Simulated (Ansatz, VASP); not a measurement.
MgO: VASP beside Ansatz

INCAR

```
SYSTEM = MgO
PREC = Accurate
ENCUT = 520
EDIFF = 1E-6
ISMEAR = 0
SIGMA = 0.05
LREAL = .FALSE.
LASPH = .TRUE.
NELM = 100
ALGO = Normal
ISIF = 2
LWAVE = .FALSE.
LCHARG = .FALSE.
GGA = PS
NBANDS = 16
```

KPOINTS

```
Automatic mesh
0
G
  9 9 6
  0 0 0
```

Contents of POSCAR:

```
MgO
1.0
    3.3034678116      0.0000000000      0.0000000000
   -1.6517339058      2.8608870454      0.0000000000
    0.0000000000      0.0000000000      4.9190000000
Mg O
2 2
Direct
    0.3333333333      0.6666666667      0.0036583380
    0.6666666667      0.3333333333      0.5036583380
    0.3333333333      0.6666666667      0.4009416620
    0.6666666667      0.3333333333      0.9009416620
```

Input for Ansatz:

```yaml
crystal:
  lattice:
    - [3.3034678116, 0.0, 0.0]
    - [-1.6517339058, 2.8608870454, 0.0]
    - [0.0, 0.0, 4.919]
  atoms:
    - { symbol: Mg, position: [0.3333333333, 0.6666666667, 0.003658338] }
    - { symbol: Mg, position: [0.6666666667, 0.3333333333, 0.503658338] }
    - { symbol: O, position: [0.3333333333, 0.6666666667, 0.400941662] }
    - { symbol: O, position: [0.6666666667, 0.3333333333, 0.900941662] }
basis:
  ecutwfc: 520.0
kpoints:
  mp_grid: { grid: [9, 9, 6] }
hamiltonian:
  xc: pbesol
  pseudopotentials: { kind: paw, azcp: { folder: soft_1 } }
scf:
  occupations: { method: gaussian, width: 0.05 }
output:
  forces: true
  stress: true
  eigenvalues: true
```

Alike in both runs: task single point; functional PBEsol; k mesh 9 × 9 × 6; occupations gaussian, width 0.05 eV; no spin polarisation.

|  | VASP | Ansatz |
| --- | --- | --- |
| version | VASP 6.6.1 | Ansatz 0.2.0 |
| potentials or method | VASP PAW PBE potentials, release 64 (Mg, O), cutoff 520 eV | scalar-relativistic, plane waves, PAW |
| valence electrons in the cell | 16 | 32 |

|  | VASP | Ansatz | Ansatz less VASP |
| --- | --- | --- | --- |
| gap on the k mesh at the Fermi level (eV) | 3.43 | 3.44 | +0.005 |
| least direct gap on the mesh (eV) | 3.43 | 3.44 | +0.005 |
| pressure (GPa) | 2.1 | 2.4 | +0.29 |
| traceless stress, the component that is largest in VASP (GPa) | 2.63 | 2.56 | -0.069 |
| rms of the force components (eV/Å) | 0.146 | 0.144 | -0.0015 |

VASP's potentials were made for PBE, not for PBEsol, and Ansatz warns of the same on its side. Atom by atom the forces differ by 0.002 eV/Å (rms over components). With one functional, cell and mesh, what is left measures potentials, basis and numerics. VASP's potentials hold 16 valence electrons a cell and Ansatz's 32, so a difference there can come from the potentials and not from the codes.
